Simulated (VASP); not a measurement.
A run of VASP 6.6.1 is set up as follows.

The input INCAR:

```
SYSTEM = Si
  PREC = Accurate
  ENCUT = 600
  EDIFF = 1E-6
  ISMEAR = 0
  SIGMA = 0.1
  LREAL = .FALSE.
  LASPH = .TRUE.
  NELM = 60
  ALGO = Normal
  ISIF = 3
  LWAVE = .FALSE.
  LCHARG = .FALSE.
  GGA = PE
  IBRION = 2
  NSW = 100
  EDIFFG = -0.01
```

Contents of KPOINTS:

```
regular mesh
0
G
  22 22 22
  0 0 0
```

POSCAR

```
Si
1.0
    2.5329172995      0.0000000000      0.0000000000
    0.0000000000      2.5329172995      0.0000000000
    0.0000000000      0.0000000000      2.5329172995
Si
1
Direct
    0.5000000000      0.5000000000      0.5000000000
```

Potentials or basis: VASP PAW PBE potentials, release 64 (Si).

Launch:

```console
$ cat potpaw_PBE.64/Si/POTCAR > POTCAR
$ mpirun -np 1 vasp_std > vasp.out
```

Problem. Estimate the space group after relaxing (to 0.1 Å).

Solution. Pm-3m (No. 221).

Problem. What does it give for the relaxed cell?

Solution. a = 2.532 Å, b = 2.532 Å, c = 2.532 Å, α = 90.00°, β = 90.00°, γ = 90.00°.

Problem. Predict the band gap on the k mesh.

Solution. Zero (bands 2 and 3 overlap by 10.31 eV).

Problem. Estimate the relaxed volume.

Solution. 16.23 Å³/atom.

Final structure:
```
CELL_PARAMETERS angstrom
2.53160 0.00000 0.00000
0.00000 2.53160 0.00000
0.00000 0.00000 2.53160
ATOMIC_POSITIONS crystal
Si 0.50000 0.50000 0.50000
```
